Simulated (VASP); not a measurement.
Write the native input for VASP 6.6.1 that does the following.

```yaml
Task: single point
Functional: PBE
Potentials_or_basis: VASP PAW PBE potentials, release 64 (Si, C)
Cutoff: 600 eV
k_mesh: 9 × 9 × 9
Occupations: gaussian, width 0.01 eV
Spin: no spin polarisation
Dipole_correction: no
Further_INCAR_settings: ALGO = Normal; EDIFF = 1e-06; NBANDS = 11
```

The structure of SiC lies in POSCAR:

```
SiC
1.0
    0.0000000000      2.1319899906      2.1319899906
    2.1319899906      0.0000000000      2.1319899906
    2.1319899906      2.1319899906      0.0000000000
Si C
1 1
Direct
    0.0000000000      0.0000000000      0.0000000000
    0.2500000000      0.2500000000      0.2500000000
```

The input as run:

INCAR

```
SYSTEM = SiC
PREC = Accurate ; ENCUT = 600
EDIFF = 1E-6 ; ISMEAR = 0
SIGMA = 0.01 ; LREAL = .FALSE.
LASPH = .TRUE. ; NELM = 120
ALGO = Normal ; ISIF = 2
LWAVE = .FALSE. ; LCHARG = .FALSE.
GGA = PE ; NBANDS = 11
GGA_COMPAT = .FALSE.
```

KPOINTS

```
regular mesh
0
G
  9 9 9
  0 0 0
```

Potentials or basis: VASP PAW PBE potentials, release 64 (Si, C).

Run with:

```bash
$ cat potpaw_PBE.64/Si/POTCAR potpaw_PBE.64/C/POTCAR > POTCAR
$ mpirun -np 1 vasp_std > vasp.out
```

It gave:

The pressure is 19.7 GPa and the band gap on the k mesh is 1.45 eV (least direct gap 4.69 eV).

Caveat: the cell stands under pressure; an odd mesh through Γ misses points on the zone boundary, where band edges can lie.

Run time: 5.7 s on 1 thread of Intel Xeon 8259CL (shared host), peak memory 0.13 GiB.
